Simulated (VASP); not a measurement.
# ZnSnN2 (P4/mmm) in VASP: a series of runs

ZnSnN2 is run at these levels: PBEsol; tasks: single point.

Everything below comes from runs of VASP 6.6.1. Logs are shortened: lines on timing, memory, paths and dates and some standing lists are left out, and cuts for length are marked.

**1. The cell of the first run**

It takes space group P4/mmm (No. 123, tetragonal). Conventional cell: a = 3.207 Å, b = 3.207 Å, c = 4.314 Å, α = 90.00°, β = 90.00°, γ = 90.00°. Within 2.9 Å of Zn (site symmetry 4/mmm) lie 6 N at 2.16 to 2.27 Å. N (site symmetry 4/mmm) has 2 Zn at 2.16 Å and 4 Sn at 2.27 Å within 2.9 Å. Within 2.9 Å of N (site symmetry 4/mmm) lie 2 Sn at 2.16 Å and 4 Zn at 2.27 Å. Within 2.9 Å of Sn (site symmetry 4/mmm) lie 6 N at 2.16 to 2.27 Å.

**2. Single point, PBEsol**

The input, INCAR:

```
ALGO = Normal
EDIFF = 1E-6
ENCUT = 520
GGA = PS
ISIF = 2
ISMEAR = -1
LASPH = True
LCHARG = False
LREAL = False
LWAVE = False
NBANDS = 26
NELM = 100
PREC = Accurate
SIGMA = 0.02
```

The input, KPOINTS:

```
k-points
0
Gamma
  4 4 4
```

The input, POSCAR:

```
ZnSnN2
1.0
    3.2065606148      0.0000000000      0.0000000000
    0.0000000000      3.2065606148      0.0000000000
    0.0000000000      0.0000000000      4.3142270821
Zn N Sn
1 2 1
Direct
    0.0000000000      0.0000000000      0.0000000000
    0.0000000000      0.0000000000      0.5000000000
    0.5000000000      0.5000000000      0.0000000000
    0.5000000000      0.5000000000      0.5000000000
```

Potentials or basis: VASP PAW PBE potentials, release 64 (Zn, N, Sn_d).

Launch:

```
cat potpaw_PBE.64/Zn/POTCAR potpaw_PBE.64/N/POTCAR potpaw_PBE.64/Sn_d/POTCAR > POTCAR
mpirun -np 1 vasp_std > vasp.out
```

OUTCAR:

```text
EDIFF = 1E-6
   ENCUT = 520
   GGA = PS
   ISIF = 2
   ISMEAR = -1
   LASPH = True
   LREAL = False
   NELM = 100
   PREC = Accurate

 ion  position               nearest neighbor table
   1  0.000  0.000  0.000-   2 2.16   2 2.16   3 2.27   3 2.27   3 2.27   3 2.27   4 3.13   4 3.13
                             4 3.13   4 3.13   4 3.13   4 3.13   4 3.13   4 3.13
   2  0.000  0.000  0.500-   1 2.16   1 2.16   4 2.27   4 2.27   4 2.27   4 2.27
   3  0.500  0.500  0.000-   4 2.16   4 2.16   1 2.27   1 2.27   1 2.27   1 2.27
   4  0.500  0.500  0.500-   3 2.16   3 2.16   2 2.27   2 2.27   2 2.27   2 2.27   1 3.13   1 3.13
                             1 3.13   1 3.13   1 3.13   1 3.13   1 3.13   1 3.13

  LATTYP: Found a simple tetragonal cell.
 ALAT       =     3.2065606148
 C/A-ratio  =     1.3454375577

  Lattice vectors:

 A1 = (   3.2065606148,   0.0000000000,   0.0000000000)
 A2 = (   0.0000000000,   3.2065606148,   0.0000000000)
 A3 = (   0.0000000000,   0.0000000000,   4.3142270821)

Analysis of symmetry for initial positions (statically):
=====================================================================
 Subroutine PRICEL returns:
 Original cell was already a primitive cell.

 Routine SETGRP: Setting up the symmetry group for a
 simple tetragonal supercell.

 Subroutine GETGRP returns: Found 16 space group operations
 (whereof 16 operations were pure point group operations)
 out of a pool of 16 trial point group operations.

The static configuration has the point symmetry D_4h.

Analysis of symmetry for dynamics (positions and initial velocities):
=====================================================================
 Subroutine PRICEL returns:
 Original cell was already a primitive cell.

 Routine SETGRP: Setting up the symmetry group for a
 simple tetragonal supercell.

 Subroutine GETGRP returns: Found 16 space group operations
 (whereof 16 operations were pure point group operations)
 out of a pool of 16 trial point group operations.

The dynamic configuration has the point symmetry D_4h.

 Subroutine INISYM returns: Found 16 space group operations
 (whereof 16 operations are pure point group operations),
 and found     1 'primitive' translations

----------------------------------------------------------------------------------------

                                     Primitive cell

  volume of cell :      44.3590

  direct lattice vectors                    reciprocal lattice vectors
     3.206560615  0.000000000  0.000000000     0.311860626  0.000000000  0.000000000
     0.000000000  3.206560615  0.000000000     0.000000000  0.311860626  0.000000000
     0.000000000  0.000000000  4.314227082     0.000000000  0.000000000  0.231791230

  length of vectors
     3.206560615  3.206560615  4.314227082     0.311860626  0.311860626  0.231791230

  position of ions in fractional coordinates (direct lattice)
     0.000000000  0.000000000  0.000000000
     0.000000000  0.000000000  0.500000000
     0.500000000  0.500000000  0.000000000
     0.500000000  0.500000000  0.500000000

  ion indices of the primitive-cell ions
   primitive index   ion index
                 1           1
                 2           2
                 3           3
                 4           4

----------------------------------------------------------------------------------------

 KPOINTS: k-points

Automatic generation of k-mesh.
 Grid dimensions read from file:
 generate k-points for:    4    4    4

 Generating k-lattice:

  Cartesian coordinates                     Fractional coordinates (reciprocal lattice)
     0.077965156  0.000000000  0.000000000     0.250000000  0.000000000  0.000000000
     0.000000000  0.077965156  0.000000000     0.000000000  0.250000000  0.000000000
     0.000000000  0.000000000  0.057947807     0.000000000  0.000000000  0.250000000

  Length of vectors
     0.077965156  0.077965156  0.057947807

  Shift w.r.t. Gamma in fractional coordinates (k-lattice)
     0.000000000  0.000000000  0.000000000

 Subroutine IBZKPT returns following result:
 ===========================================

 Found     18 irreducible k-points:

 Following reciprocal coordinates:
            Coordinates               Weight
  0.000000  0.000000  0.000000      1.000000
  0.250000  0.000000  0.000000      4.000000
  0.500000  0.000000  0.000000      2.000000
  0.250000  0.250000  0.000000      4.000000
  0.500000  0.250000  0.000000      4.000000
  0.500000  0.500000  0.000000      1.000000
[... 10 lines left out ...]
  0.500000  0.250000  0.500000      4.000000
  0.500000  0.500000  0.500000      1.000000
   k-points           NKPTS =     18   k-points in BZ     NKDIM =     18   number of bands    NBANDS=     26
   number of dos      NEDOS =    301   number of ions     NIONS =      4
   total plane-waves  NPLWV =  18432
   dimension x,y,z NGX =    24 NGY =   24 NGZ =   32
   dimension x,y,z NGXF=    48 NGYF=   48 NGZF=   64
   ions per type =               1   2   1
   NGX,Y,Z   is equivalent  to a cutoff of  12.44, 12.44, 12.33 a.u.
   NGXF,Y,Z  is equivalent  to a cutoff of  24.89, 24.89, 24.66 a.u.
 SYSTEM =  unknown system
   PREC   = accura    normal or accurate (medium, high low for compatibility)
   ISTART =      0    job   : 0-new  1-cont  2-samecut
   ICHARG =      2    charge: 1-file 2-atom 10-const
   ISPIN  =      1    spin polarized calculation?
   LNONCOLLINEAR =      F non collinear calculations
   LSORBIT =      F    spin-orbit coupling
   LASPH  =      T    aspherical Exc in radial PAW
   ENCUT  =  520.0 eV  38.22 Ry    6.18 a.u.   5.96  5.96  8.02*2*pi/ulx,y,z
   NELM   =    100;   NELMIN=  2; NELMDL= -5     # of ELM steps
   EDIFF  = 0.1E-05   stopping-criterion for ELM
   LREAL  =      F    real-space projection
   EDIFFG = 0.1E-04   stopping-criterion for IOM
   NSW    =      0    number of steps for IOM
   IBRION =     -1    ionic relax: 0-MD 1-quasi-New 2-CG
   NFREE  =      0    steps in history (QN), initial steepest desc. (CG)
   ISIF   =      2    stress and relaxation
   ISYM   =      2    0-nonsym 1-usesym 2-fastsym
   POTIM  = 0.5000    time-step for ionic-motion
   TEBEG  =    0.0;   TEEND  =   0.0 temperature during run
   PSTRESS=    0.0 pullay stress
   NELECT =      36.0000    total number of electrons
   NUPDOWN=      -1.0000    fix difference up-down
   EMIN   =  10.00;   EMAX   =-10.00  energy-range for DOS
   EFERMI =   0.00;   METHOD = LEGACY
   ISMEAR =    -1;   SIGMA  =   0.02  broadening in eV -4-tet -1-fermi 0-gaus
   EFERMI_NEDOS =   21; number of points for ismear=-14 and -15
   IALGO  =     38    algorithm
   IMIX   =      4    mixing-type and parameters
     AMIX     =   0.40;   BMIX     =  1.00
     AMIX_MAG =   1.60;   BMIX_MAG =  1.00
  volume/ion in A,a.u.               =      11.09        74.84
  Fermi-wavevector in a.u.,A,eV,Ry     =   1.527033  2.885674 31.726461  2.331829
  Thomas-Fermi vector in A             =   2.634985
   LORBIT       =      0    0 simple, 1 ext, 2 COOP (PROOUT), +10 PAW based schemes
   GGA     = PS    functional components
   LHFCALC =     F    Hartree Fock is set to
   AEXX    =    0.0000 exact exchange contribution
   IVDW    =     0    specifies the selected vdW correction
   LEPSILON=     F    determine dielectric tensor
   LRPA    =     F    only Hartree local field effects (RPA)
 non-spin polarized calculation
  energy-cutoff  :      520.00
  volume of cell :       44.36
 maximum number of plane-waves:      1216
 NGX is ok and might be reduce to    24
   NGX = 11   NGY = 11   NGZ = 17

 number of electron      36.0000044 magnetization

 Free energy of the ion-electron system (eV)
  ---------------------------------------------------
  ext. energy  EPLUGINS =         0.00000000
  ---------------------------------------------------
  free energy    TOTEN  =       -21.97018046 eV

  energy without entropy =      -21.96850839  energy(sigma->0) =      -21.96934442

 E-fermi :   8.3499     XC(G=0): -12.6136

 val. band max:        8.3402892980   @ k =   0.5000   0.0000   0.5000
 cond. band min:       8.3594228602   @ k =   0.5000   0.0000   0.5000
 fundamental gap:      0.0191335622
 Fermi energy:         8.3498854963

 k-point     1 :       0.0000    0.0000    0.0000
  band No.  band energies     occupation
      1     -13.9179      2.00000
      2     -13.8711      2.00000
      3     -13.6021      2.00000
      4     -13.5279      2.00000
      5     -13.5279      2.00000
      6      -9.0823      2.00000
[... 18 lines left out ...]
     25      21.0061      0.00000
     26      21.4681      0.00000

 k-point     2 :       0.2500    0.0000    0.0000
  band No.  band energies     occupation
      1     -13.8744      2.00000
      2     -13.7553      2.00000
      3     -13.6750      2.00000
      4     -13.5760      2.00000
      5     -13.5232      2.00000
      6      -8.4213      2.00000
[... 18 lines left out ...]
     25      17.8688      0.00000
     26      20.3730      0.00000

 k-point     3 :       0.5000    0.0000    0.0000
  band No.  band energies     occupation
      1     -13.8462      2.00000
      2     -13.7463      2.00000
      3     -13.6261      2.00000
      4     -13.6234      2.00000
      5     -13.5185      2.00000
      6      -7.0670      2.00000
[... 18 lines left out ...]
     25      17.1029      0.00000
     26      18.8355      0.00000

 k-point     4 :       0.2500    0.2500    0.0000
  band No.  band energies     occupation
      1     -13.8226      2.00000
      2     -13.7620      2.00000
      3     -13.6966      2.00000
      4     -13.5717      2.00000
      5     -13.5657      2.00000
      6      -7.7149      2.00000
[... 18 lines left out ...]
     25      17.5064      0.00000
     26      19.9307      0.00000
[... 322 lines left out ...]
      1     -13.8086      2.00000
      2     -13.6961      2.00000
      3     -13.6834      2.00000
      4     -13.5849      2.00000
      5     -13.5756      2.00000
      6      -6.9579      2.00000
[... 18 lines left out ...]
     25      17.9253      0.00000
     26      17.9808      0.00000

 k-point    17 :       0.5000    0.2500    0.5000
  band No.  band energies     occupation
      1     -13.9168      2.00000
      2     -13.6767      2.00000
      3     -13.6280      2.00000
      4     -13.5716      2.00000
      5     -13.5566      2.00000
      6      -6.0628      2.00000
[... 18 lines left out ...]
     25      17.8723      0.00000
     26      18.1919      0.00000

 k-point    18 :       0.5000    0.5000    0.5000
  band No.  band energies     occupation
      1     -14.0720      2.00000
      2     -13.6155      2.00000
      3     -13.6155      2.00000
      4     -13.5875      2.00000
      5     -13.4997      2.00000
      6      -5.3984      2.00000
[... 18 lines left out ...]
     25      16.9870      0.00000
     26      18.4821      0.00000

------------------------ aborting loop because EDIFF is reached ----------------------------------------

  FORCE on cell =-STRESS in cart. coord.  units (eV):
  Direction    XX          YY          ZZ          XY          YZ          ZX
  --------------------------------------------------------------------------------------
  -------------------------------------------------------------------------------------
  Total       -0.0282925     -0.0282925     -0.1978492      0.0000000      0.0000000      0.0000000
  in kB       -1.0218785     -1.0218785     -7.1459992      0.0000000      0.0000000      0.0000000
  external PRESSURE =      -3.0632521 kB  Pullay stress =       0.0000000 kB

 VOLUME and BASIS-vectors are now :
 -----------------------------------------------------------------------------
  energy-cutoff  :      520.00
  volume of cell :       44.36
      direct lattice vectors                 reciprocal lattice vectors
     3.206560615  0.000000000  0.000000000     0.311860626  0.000000000  0.000000000
     0.000000000  3.206560615  0.000000000     0.000000000  0.311860626  0.000000000
     0.000000000  0.000000000  4.314227082     0.000000000  0.000000000  0.231791230

 POSITION                                       TOTAL-FORCE (eV/Angst)
 -----------------------------------------------------------------------------------
      0.00000      0.00000      0.00000         0.000000      0.000000      0.000000
      0.00000      0.00000      2.15711         0.000000      0.000000      0.000000
      1.60328      1.60328      0.00000         0.000000      0.000000      0.000000
      1.60328      1.60328      2.15711         0.000000      0.000000      0.000000
 -----------------------------------------------------------------------------------
    total drift:                                0.000000     -0.000000     -0.000000

  FREE ENERGIE OF THE ION-ELECTRON SYSTEM (eV)
  ---------------------------------------------------
  free  energy   TOTEN  =       -21.9701804630 eV

  energy  without entropy=      -21.9685083856  energy(sigma->0) =      -21.96934442
```

It took 9.5 s on 1 thread of Intel Xeon Platinum 8559C (Emerald Rapids), shared host; peak memory 0.15 GiB.

What came out:

| Property | Result |
| --- | --- |
| Free energy | -21.9702 eV |
| Pressure | -0.3 GPa |
| Band gap on the k mesh | zero (band 18 reaches 8.36 eV, above the bottom of band 19 at 5.99 eV) |

Levels at points of the mesh, in eV from the Fermi level:
```tsv
k point	band 14	band 15	band 16	band 17	band 18	band 19	band 20	band 21	band 22	band 23
(0.00, 0.00, 0.00)	-4.28	-4.28	-1.99	-1.92	-1.19	-1.19	1.59	6.23	9.41	11.11
(0.50, 0.00, 0.00)	-4.19	-4.03	-4.00	-2.15	-0.36	3.29	3.98	6.29	6.78	7.15
(0.50, 0.50, 0.00)	-5.43	-4.44	-3.54	-3.02	-3.02	-2.36	2.08	7.11	7.11	8.65
(0.00, 0.00, 0.50)	-3.41	-3.41	-3.35	-1.65	-1.65	2.57	4.81	6.90	7.02	8.84
(0.50, 0.00, 0.50)	-5.44	-1.84	-1.39	-0.01	0.01	1.79	3.20	5.78	6.30	8.45
(0.50, 0.50, 0.50)	-5.25	-5.25	-4.34	-4.34	-3.46	3.19	5.68	7.30	7.30	7.67
```

Caveat: the k points lie up to 0.49 Å⁻¹ apart; the PAW data sets were made with another functional, which shifts forces and pressure a little; spin-orbit coupling is left out, which moves the levels of the heavy elements.

**3. Single point, PBEsol**

The input, INCAR:

```
SYSTEM = ZnSnN2
  PREC = Accurate
  ENCUT = 520
  EDIFF = 1E-7
  ISMEAR = -1
  SIGMA = 0.02
  LREAL = .FALSE.
  LASPH = .TRUE.
  NELM = 80
  ALGO = Normal
  ISIF = 2
  LWAVE = .FALSE.
  LCHARG = .FALSE.
  GGA = PS
  NBANDS = 26
```

The input, KPOINTS:

```
regular mesh
0
G
  6 6 4
  0 0 0
```

POSCAR is that of step 2.

Potentials or basis: VASP PAW PBE potentials, release 64 (Zn, N, Sn_d).

Launch:

```
cat potpaw_PBE.64/Zn/POTCAR potpaw_PBE.64/N/POTCAR potpaw_PBE.64/Sn_d/POTCAR > POTCAR
mpirun -np 1 vasp_std > vasp.out
```

Wall time 15 s (1 thread of Intel Xeon Platinum 8559C (Emerald Rapids), shared host); peak memory 0.17 GiB.

It converged, with:

| Item | Value |
| --- | --- |
| Free energy | -21.9955 eV |
| Pressure | 0.5 GPa |
| Band gap on the k mesh | zero (band 18 reaches 8.31 eV, above the bottom of band 19 at 6.03 eV) |

Stress tensor (GPa, compression positive):
```
0.35 0.00 0.00
0.00 0.35 0.00
0.00 0.00 0.77
```

Levels at points of the mesh, in eV from the Fermi level:
| k point | band 16 | band 17 | band 18 | band 19 | band 20 | band 21 |
| --- | --- | --- | --- | --- | --- | --- |
| (0.00, 0.00, 0.00) | -1.79 | -1.78 | -1.04 | -1.04 | 1.74 | 6.43 |
| (0.50, 0.00, 0.00) | -3.86 | -1.98 | -0.23 | 3.50 | 4.17 | 6.44 |
| (0.50, 0.50, 0.00) | -3.40 | -2.88 | -2.88 | -2.14 | 2.23 | 7.29 |
| (0.00, 0.00, 0.50) | -3.23 | -1.51 | -1.51 | 2.75 | 4.95 | 7.09 |
| (0.50, 0.00, 0.50) | -1.22 | 0.11 | 0.14 | 1.99 | 3.37 | 6.00 |
| (0.50, 0.50, 0.50) | -4.20 | -4.20 | -3.34 | 3.38 | 5.81 | 7.47 |

Caveat: the k points lie up to 0.36 Å⁻¹ apart; the PAW data sets were made with another functional, which shifts forces and pressure a little; spin-orbit coupling is left out, which moves the levels of the heavy elements.

**4. Single point, PBEsol**

The input, INCAR:

```
SYSTEM = ZnSnN2
  ALGO = Normal
  EDIFF = 1E-6
  ENCUT = 520
  GGA = PS
  ISIF = 2
  ISMEAR = 1
  LASPH = .True.
  LCHARG = .False.
  LREAL = .False.
  LWAVE = .False.
  NBANDS = 26
  NELM = 60
  PREC = Accurate
  SIGMA = 0.2
```

The input, KPOINTS:

```
k-points
0
Gamma
  6 6 4
  0 0 0
```

POSCAR is that of step 3.

Launch:

```
cat potpaw_PBE.64/Zn/POTCAR potpaw_PBE.64/N/POTCAR potpaw_PBE.64/Sn_d/POTCAR > POTCAR
mpirun -np 1 vasp_std > vasp.out
```

It took 14 s on 1 thread of Intel Xeon Platinum 8559C (Emerald Rapids), shared host; peak memory 0.17 GiB.

Results (log left out):

```yaml
Free_energy: -21.9969 eV
Pressure: 0.5 GPa
Band_gap_on_the_k_mesh: zero (band 18 reaches 8.30 eV, above the bottom of band 19 at 6.03 eV)
```

Stress tensor (GPa, compression positive):
```
0.25 0.00 0.00
0.00 0.25 0.00
0.00 0.00 0.96
```

Levels at points of the mesh, in eV from the Fermi level:
```
           k point  band 15  band 16  band 17  band 18  band 19  band 20  band 21  band 22
(0.00, 0.00, 0.00)    -4.10    -1.79    -1.78    -1.05    -1.05     1.73     6.42     9.58
(0.50, 0.00, 0.00)    -3.91    -3.86    -1.98    -0.23     3.50     4.17     6.44     6.91
(0.50, 0.50, 0.00)    -4.27    -3.40    -2.88    -2.88    -2.14     2.23     7.29     7.29
(0.00, 0.00, 0.50)    -3.24    -3.23    -1.51    -1.51     2.75     4.95     7.09     7.23
(0.50, 0.00, 0.50)    -1.67    -1.22     0.11     0.13     1.99     3.37     6.00     6.48
(0.50, 0.50, 0.50)    -5.12    -4.20    -4.20    -3.34     3.37     5.81     7.47     7.47
```

Caveat: the k points lie up to 0.36 Å⁻¹ apart; the PAW data sets were made with another functional, which shifts forces and pressure a little; spin-orbit coupling is left out, which moves the levels of the heavy elements.

(Part 1 of 2 ends here.)
